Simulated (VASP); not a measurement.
# WS2 (P6_3/mmc) in VASP: notebook, part 2 of 2

VASP 6.6.1.

### 3 Single point, r2SCAN (biaxial strain in the a-b plane: -4.0 %)

Contents of POSCAR:

```
WS2
1.0
    3.0543541587      0.0000000000      0.0000000000
   -1.5271770793      2.6451482936      0.0000000000
    0.0000000000      0.0000000000     13.3809972839
W S
2 4
Direct
    0.3333333333      0.6666666667      0.2500000000
    0.6666666667      0.3333333333      0.7500000000
    0.3333333333      0.6666666667      0.6300774678
    0.6666666667      0.3333333333      0.1300774678
    0.3333333333      0.6666666667      0.8699225322
    0.6666666667      0.3333333333      0.3699225322
```

Contents of INCAR.step1:

```
  PREC = Accurate
  ENCUT = 520
  ISMEAR = 0
  SIGMA = 0.02
  LREAL = F
  LASPH = T
  NELM = 80
  NBANDS = 35
  GGA = PE
  ALGO = Normal
  EDIFF = 1E-4
  LWAVE = T
  LCHARG = F
```

Contents of INCAR.step2:

```
  PREC = Accurate
  ENCUT = 520
  EDIFF = 1E-6
  ISMEAR = 0
  SIGMA = 0.02
  LREAL = F
  LASPH = T
  NELM = 80
  ALGO = Normal
  ISIF = 2
  LWAVE = F
  LCHARG = F
  METAGGA = R2SCAN
  LMIXTAU = T
  NBANDS = 35
  ISTART = 1
```

Contents of KPOINTS:

```
Automatic mesh
0
Gamma
  12 12 2
```

Potentials or basis: VASP PAW PBE potentials, release 64 (W_sv, S).

Run with:

```console
$ cat potpaw_PBE.64/W_sv/POTCAR potpaw_PBE.64/S/POTCAR > POTCAR
$ cp INCAR.step1 INCAR
$ mpirun -np 1 vasp_std > vasp.out
$ cp INCAR.step2 INCAR
$ mpirun -np 1 vasp_std > vasp.out
```

OUTCAR:

```text
PREC = Accurate
   ENCUT = 520
   EDIFF = 1E-6
   ISMEAR = 0
   LREAL = F
   LASPH = T
   NELM = 80
   ISIF = 2
   METAGGA = R2SCAN
   ISTART = 1

 ion  position               nearest neighbor table
   1  0.333  0.667  0.250-   4 2.38   6 2.38   4 2.38   6 2.38   4 2.38   6 2.38
   2  0.667  0.333  0.750-   3 2.38   5 2.38   3 2.38   5 2.38   3 2.38   5 2.38
   3  0.333  0.667  0.630-   2 2.38   2 2.38   2 2.38
   4  0.667  0.333  0.130-   1 2.38   1 2.38   1 2.38
   5  0.333  0.667  0.870-   2 2.38   2 2.38   2 2.38
   6  0.667  0.333  0.370-   1 2.38   1 2.38   1 2.38

  LATTYP: Found a hexagonal cell.
[... 1120 lines left out ...]
  -------------------------------------------------------------------------------------
  Total        9.2612641      9.2612641      0.1167206      0.0000000     -0.0000000      0.0000000
  in kB      137.2533487    137.2533487      1.7298173      0.0000000     -0.0000000      0.0000000
  external PRESSURE =      92.0788383 kB  Pullay stress =       0.0000000 kB

 VOLUME and BASIS-vectors are now :
 -----------------------------------------------------------------------------
  energy-cutoff  :      520.00
  volume of cell :      108.11
      direct lattice vectors                 reciprocal lattice vectors
     3.054354159  0.000000000  0.000000000     0.327401456  0.189025319  0.000000000
    -1.527177079  2.645148294  0.000000000     0.000000000  0.378050638  0.000000000
     0.000000000  0.000000000 13.380997284     0.000000000  0.000000000  0.074732845

 POSITION                                       TOTAL-FORCE (eV/Angst)
 -----------------------------------------------------------------------------------
     -0.00000      1.76343      3.34525         0.000000      0.000000      0.000000
      1.52718      0.88172     10.03575         0.000000     -0.000000      0.000000
     -0.00000      1.76343      8.43106        -0.000000     -0.000000     -0.039112
      1.52718      0.88172      1.74057         0.000000     -0.000000     -0.039112
     -0.00000      1.76343     11.64043        -0.000000      0.000000      0.039112
      1.52718      0.88172      4.94993         0.000000      0.000000      0.039112
 -----------------------------------------------------------------------------------
    total drift:                               -0.000000      0.000000     -0.000000

  FREE ENERGIE OF THE ION-ELECTRON SYSTEM (eV)
  ---------------------------------------------------
  free  energy   TOTEN  =      -139.7904958726 eV

  energy  without entropy=     -139.7904958726  energy(sigma->0) =     -139.79049587
```

OUTCAR.step1:

```text
PREC = Accurate
   ENCUT = 520
   ISMEAR = 0
   LREAL = F
[... 1152 lines left out ...]
     -0.00000      1.76343      8.43106        -0.000000      0.000000     -0.293321
      1.52718      0.88172      1.74057         0.000000      0.000000     -0.293321
     -0.00000      1.76343     11.64043        -0.000000      0.000000      0.293321
      1.52718      0.88172      4.94993         0.000000     -0.000000      0.293321
 -----------------------------------------------------------------------------------
    total drift:                               -0.000000      0.000000     -0.000000

  FREE ENERGIE OF THE ION-ELECTRON SYSTEM (eV)
  ---------------------------------------------------
  free  energy   TOTEN  =       -46.9559741756 eV

  energy  without entropy=      -46.9559741756  energy(sigma->0) =      -46.95597418
```

OSZICAR.step1:

```text
N       E                     dE             d eps       ncg     rms          rms(c)
DAV:   1     0.519084330597E+03    0.51908E+03   -0.28554E+04  2916   0.148E+03
DAV:   2    -0.163746164924E+02   -0.53546E+03   -0.51723E+03  3110   0.410E+02
DAV:   3    -0.485866135835E+02   -0.32212E+02   -0.31596E+02  3316   0.963E+01
DAV:   4    -0.493953987371E+02   -0.80879E+00   -0.80512E+00  3218   0.158E+01
DAV:   5    -0.494129903802E+02   -0.17592E-01   -0.17580E-01  3249   0.248E+00    0.418E+01
DAV:   6    -0.473259257519E+02    0.20871E+01   -0.67466E+00  3058   0.178E+01    0.180E+01
DAV:   7    -0.471100112732E+02    0.21591E+00   -0.28271E+00  2977   0.823E+00    0.669E+00
DAV:   8    -0.469561890302E+02    0.15382E+00   -0.47534E-01  3042   0.467E+00    0.231E+00
DAV:   9    -0.469597300880E+02   -0.35411E-02   -0.60587E-02  3182   0.123E+00    0.139E+00
DAV:  10    -0.469566500523E+02    0.30800E-02   -0.32951E-02  3154   0.117E+00    0.415E-01
DAV:  11    -0.469559588695E+02    0.69118E-03   -0.46701E-03  2922   0.418E-01    0.146E-01
DAV:  12    -0.469559741756E+02   -0.15306E-04   -0.23325E-04  2338   0.767E-02
   1 F= -.46955974E+02 E0= -.46955974E+02  d E =-.442995E-50
```

It took 6.5 min on 1 thread of Intel Xeon Platinum 8259CL at 2.50GHz (Skylake/Cascade Lake), shared host; peak memory 0.31 GiB.

Results:

| Item | Value |
| --- | --- |
| Free energy | -139.7905 eV |
| Pressure | 9.2 GPa |
| Largest force | 0.039 eV/Å |
| Band gap on the k mesh | 1.60 eV (least direct gap 2.53 eV) |

Forces on the atoms (eV/Å):
```
W    0.000  0.000  0.000
W    0.000  0.000  0.000
S    0.000  0.000 -0.039
S    0.000  0.000 -0.039
S    0.000  0.000  0.039
S    0.000  0.000  0.039
```

Stress tensor (GPa, compression positive):
```
13.73  0.00  0.00
 0.00 13.73  0.00
 0.00  0.00  0.17
```

Caveat: the cell differs from its parent crystal (biaxial strain in the a-b plane: -4.0 %); the cell stands under pressure; the PAW data sets were made with another functional, which shifts forces and pressure a little; spin-orbit coupling is left out, which moves the levels of the heavy elements. A k mesh can miss the band edges.
